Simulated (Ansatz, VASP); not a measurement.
## Two plane-wave programs on MgO

```
Mg O
1.0
     3.43342    0.00000    0.00000
    -1.71671    2.97343    0.00000
     0.00000    0.00000    4.87316
Mg O
2 2
Direct
  0.33333 0.66667 0.02223
  0.66667 0.33333 0.52223
  0.33333 0.66667 0.38237
  0.66667 0.33333 0.88237
```

Alike in both runs: task single point; functional PBEsol; k mesh 9 × 9 × 6; occupations gaussian, width 0.02 eV; no spin polarisation.

|  | VASP | Ansatz |
| --- | --- | --- |
| version | VASP 6.6.1 | Ansatz 0.2.0 |
| potentials or method | VASP PAW PBE potentials, release 64 (Mg, O), cutoff 520 eV | scalar-relativistic, plane waves, PAW |
| valence electrons in the cell | 16 | 32 |

Ansatz gave:

| Property | Result |
| --- | --- |
| gap on the k mesh at the Fermi level (eV) | 3.22 |
| least direct gap on the mesh (eV) | 3.22 |
| pressure (GPa) | 2.4 |
| traceless stress, the component that is largest in VASP (GPa) | 28.76 |
| rms of the force components (eV/Å) | 1.982 |

Problem. What did VASP give for the same quantities?

Solution. gap on the k mesh at the Fermi level (eV): 3.23; least direct gap on the mesh (eV): 3.23; pressure (GPa): 2.3; traceless stress, the component that is largest in VASP (GPa): 29.43; rms of the force components (eV/Å): 2.029.

VASP's potentials were made for PBE, not for PBEsol. Atom by atom the forces differ by 0.046 eV/Å (rms over components). VASP's potentials hold 16 valence electrons a cell and Ansatz's 32, so a difference there can come from the potentials and not from the codes.
